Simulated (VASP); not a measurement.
Set up this calculation in VASP 6.6.1, as the native input.

```
Task                   : single point
Functional             : PBE
Potentials or basis    : VASP PAW PBE potentials, release 64 (Ga_d, Si, S)
Cutoff                 : 520 eV
k mesh                 : 12 × 12 × 10
Occupations            : gaussian, width 0.1 eV
Spin                   : no spin polarisation
Dipole correction      : no
Further INCAR settings : ALGO = Normal; EDIFF = 1e-06; NBANDS = 26
```

The structure of Ga2SiS lies in POSCAR:

```
Ga2SiS
1.0
    3.7122290853      0.0000000000      0.0000000000
    0.0000000000      3.7122290853      0.0000000000
    0.0000000000      0.0000000000      5.3232348120
Ga Si S
2 1 1
Direct
    0.0000000000      0.0000000000      0.5000000000
    0.5000000000      0.5000000000      0.5000000000
    0.0000000000      0.0000000000      0.0000000000
    0.5000000000      0.5000000000      0.0000000000
```

The cell was generated, and may not be a known phase.

The input as run:

INCAR

```
PREC = Accurate ; ENCUT = 520
EDIFF = 1E-6 ; ISMEAR = 0
SIGMA = 0.1 ; LREAL = F
LASPH = T ; NELM = 60
ALGO = Normal ; ISIF = 2
LWAVE = F ; LCHARG = T
GGA = PE ; LELF = T
LVHAR = T ; NBANDS = 26
```

KPOINTS

```
regular mesh
0
Gamma
  12 12 10
```

Potentials or basis: VASP PAW PBE potentials, release 64 (Ga_d, Si, S).

Run with:

```console
$ cat potpaw_PBE.64/Ga_d/POTCAR potpaw_PBE.64/Si/POTCAR potpaw_PBE.64/S/POTCAR > POTCAR
$ mpirun -np 1 vasp_std > vasp.out
```

Results of the run:

| Item | Value |
| --- | --- |
| Pressure | 0.1 GPa |
| Band gap on the k mesh | zero (bands 18 and 19 overlap by 3.76 eV) |

It took 100 s on 1 thread of Intel(R) Xeon(R) 6975P-C (Granite Rapids), with other jobs on the host, peak memory 0.39 GiB.
